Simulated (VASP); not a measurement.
Crystal: RePb2.

```
CELL_PARAMETERS angstrom
-1.95533 1.95533 4.79667
1.95533 -1.95533 4.79667
1.95533 1.95533 -4.79667
ATOMIC_POSITIONS crystal
Re 0.00000 0.00000 0.00000
Pb 0.66500 0.66500 0.00000
Pb 0.33500 0.33500 0.00000
```

```yaml
Program: VASP 6.6.1
Task: relaxation of cell and atoms
Functional: PBE
Potentials_or_basis: VASP PAW PBE potentials, release 64 (Re, Pb_d)
Cutoff: 600 eV
k_mesh: 6 × 6 × 6
Occupations: gaussian, width 0.1 eV
Spin: no spin polarisation
```

At the start: pressure -6.8 GPa; volume 24.45 Å³/atom.

Q: How do energy, volume and symmetry change on relaxing?

A: Over 45 steps the energy falls by 280.2 meV/atom and the volume is 24.68 Å³/atom (+0.9 %); space group I4/mmm (No. 139, to 0.05 Å).

The path:
```csv
step,energy change (eV),largest force (eV/Å),pressure (GPa),volume (Å³)
1,0.0000,0.8673,-6.85,73.36
3,-0.1899,0.6423,1.03,66.50
5,-0.3906,0.4773,3.29,66.20
7,-0.3667,1.1267,5.03,66.06
9,-0.4389,1.0235,3.97,67.36
11,-0.5845,0.8196,3.26,72.36
13,-0.6999,0.3488,-0.23,86.01
15,-0.7056,0.3521,-0.08,85.56
17,-0.7421,0.4508,1.40,81.82
19,-0.7565,0.5697,3.85,76.93
21,-0.7695,0.4568,3.53,76.36
23,-0.7698,0.0109,2.58,74.10
25,-0.7879,0.1961,2.51,75.61
27,-0.8065,0.0807,-1.34,79.30
29,-0.8110,0.0047,-0.34,78.22
31,-0.8188,0.0906,-0.05,77.85
33,-0.8218,0.1842,0.27,77.48
35,-0.8242,0.1151,-0.55,77.85
37,-0.8316,0.1218,-0.37,76.74
39,-0.8378,0.0940,0.19,74.40
41,-0.8391,0.0020,-0.31,74.46
43,-0.8402,0.0020,0.16,73.91
45,-0.8405,0.0335,-0.04,74.03
```

Final structure:
```yaml
crystal:
  lattice:
    - [-1.60783, 1.60783, 7.15886]
    - [1.60783, -1.60783, 7.15886]
    - [1.60783, 1.60783, -7.15886]
  atoms:
    - { symbol: Re, position: [0.00000, 0.00000, 0.00000] }
    - { symbol: Pb, position: [0.63485, 0.63485, 0.00000] }
    - { symbol: Pb, position: [0.36515, 0.36515, 0.00000] }
```

Caveat: the k points lie up to 0.46 Å⁻¹ apart in the final cell.
